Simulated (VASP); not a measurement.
The system is CuO.

```
CELL_PARAMETERS angstrom
1.91133 -2.06741 0.00000
1.91133 2.06741 0.00000
0.00000 0.00000 5.15593
ATOMIC_POSITIONS crystal
Cu 0.50000 0.00000 0.00000
Cu 0.00000 0.50000 0.50000
O 0.50000 0.50000 0.25000
O 0.50000 0.50000 0.75000
```

Base run:

```yaml
Program: VASP 6.6.1
Functional: PBEsol
Potentials_or_basis: VASP PAW PBE potentials, release 64 (Cu, O)
Cutoff: 520 eV
k_mesh: 8 × 8 × 5
Occupations: fermi-dirac, width 0.05 eV
Spin: no spin polarisation
```

Its results: band gap on the k mesh zero (band 17 reaches 6.35 eV, above the bottom of band 18 at 5.47 eV); pressure 7.0 GPa.

Question: The run is repeated on the same cell with these changes: potentials or basis from VASP PAW PBE potentials, release 64 (Cu, O) to VASP PAW PBE potentials, release 64 (Cu_sv_GW, O); cutoff from 520 eV to 700 eV; further incar settings from ALGO = Normal; EDIFF = 1e-06; NBANDS = 25 to ALGO = Normal; EDIFF = 1e-06; NBANDS = 33; valence electrons from 34 to 50. What comes out?

Answer: Band gap on the k mesh zero (band 25 reaches 6.39 eV, above the bottom of band 26 at 5.50 eV); pressure 3.4 GPa.

Caveats: the PAW data sets were made with another functional, which shifts forces and pressure a little; semilocal functionals often make such compounds metallic where correlation or magnetic order opens a gap, which also shifts bond lengths.
